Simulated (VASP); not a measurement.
Wanted: the native input for a VASP 6.6.1 run.

- Task: single point
- Functional: PBE
- Potentials or basis: VASP PAW PBE potentials, release 64 (Ti_sv)
- Cutoff: 520 eV
- k mesh: 16 × 16 × 1
- Occupations: gaussian, width 0.05 eV
- Spin: no spin polarisation
- Dipole correction: yes
- Further INCAR settings: ALGO = Normal; EDIFF = 1e-06; NBANDS = 51

The structure of Ti lies in POSCAR:

```
Ti
1.0
    2.9500000000      0.0000000000      0.0000000000
    1.4750000000      2.5547749412      0.0000000000
    0.0000000000      0.0000000000     30.0400000000
Ti
7
Direct
    0.0000000000      0.0000000000      0.2723710330
    0.6666666667      0.6666666667      0.3439903357
    0.0000000000      0.0000000000      0.4233959132
    0.6666666667      0.6666666667      0.4999999952
    0.0000000000      0.0000000000      0.5766040889
    0.6666666667      0.6666666667      0.6560096665
    0.0000000000      0.0000000000      0.7276289675
```

One way to write it, as run:

INCAR

```
SYSTEM = Ti
PREC = Accurate ; ENCUT = 520
EDIFF = 1E-6 ; ISMEAR = 0
SIGMA = 0.05 ; LREAL = .False.
LASPH = .True. ; NELM = 60
ALGO = Normal ; ISIF = 2
LWAVE = .False. ; LCHARG = .True.
LDIPOL = .True. ; IDIPOL = 3
DIPOL = 0.5 0.5 0.500 ; GGA = PE
LELF = .True. ; LVHAR = .True.
LVACPOTAV = .True. ; NBANDS = 51
```

KPOINTS

```
regular mesh
0
Gamma
  16 16 1
  0 0 0
```

Potentials or basis: VASP PAW PBE potentials, release 64 (Ti_sv).

Command:

```console
$ cat potpaw_PBE.64/Ti_sv/POTCAR > POTCAR
$ mpirun -np 1 vasp_std > vasp.out
```

Results of the run:

| Quantity | Value |
| --- | --- |
| Largest force | 0.013 eV/Å |
| Band gap on the k mesh | zero (bands 42 and 43 overlap by 1.02 eV) |

Wall time 9.3 min on 1 thread of Intel(R) Xeon(R) Platinum 8488C (Sapphire Rapids), with other jobs on the host, peak memory 0.48 GiB.
